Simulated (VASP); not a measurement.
A run of VASP 6.6.1 is set up as follows.

The input INCAR:

```
PREC     = Accurate       # precision mode
ENCUT    = 600            # plane-wave cutoff, eV
EDIFF    = 1E-6           # SCF threshold, eV
ISMEAR   = 0              # smearing method
SIGMA    = 0.26           # smearing width, eV
LREAL    = F              # projectors in reciprocal space
LASPH    = T              # aspherical terms in the spheres
NELM     = 200            # most SCF steps
ALGO     = Normal         # electronic algorithm
ISIF     = 2              # what is computed and relaxed
LWAVE    = F              # write WAVECAR
LCHARG   = F              # write CHGCAR
ISPIN    = 2              # spin polarisation
MAGMOM   = 0.3 0          # initial moments
LORBIT   = 11             # projections on sites
LMAXMIX  = 4              # l up to which the mixer works
GGA      = PE             # functional
NBANDS   = 20             # bands
GGA_COMPAT= F
```

File KPOINTS:

```
Automatic mesh
0
Gamma
  6 6 6
```

POSCAR

```
VN
1.0
    0.0000000000      2.0624650000      2.0624650000
    2.0624650000      0.0000000000      2.0624650000
    2.0624650000      2.0624650000      0.0000000000
V N
1 1
Direct
    0.0000000000      0.0000000000      0.0000000000
    0.5000000000      0.5000000000      0.5000000000
```

Potentials or basis: VASP PAW PBE potentials, release 64 (V_sv, N).

The run is started by

```bash
$ cat potpaw_PBE.64/V_sv/POTCAR potpaw_PBE.64/N/POTCAR > POTCAR
$ mpirun -np 1 vasp_std > vasp.out
```

Q: Predict the pressure.

A: -0.1 GPa.

Q: Predict the band gap on the k mesh.

A: Zero (filled and empty bands overlap).

Q: Estimate the net moment.

A: 0.01 μB per cell.

Caveat: the k points lie up to 0.44 Å⁻¹ apart. With open d or f shells a metallic result of PBE can be an artefact of self-interaction; +U or a hybrid may open a gap.
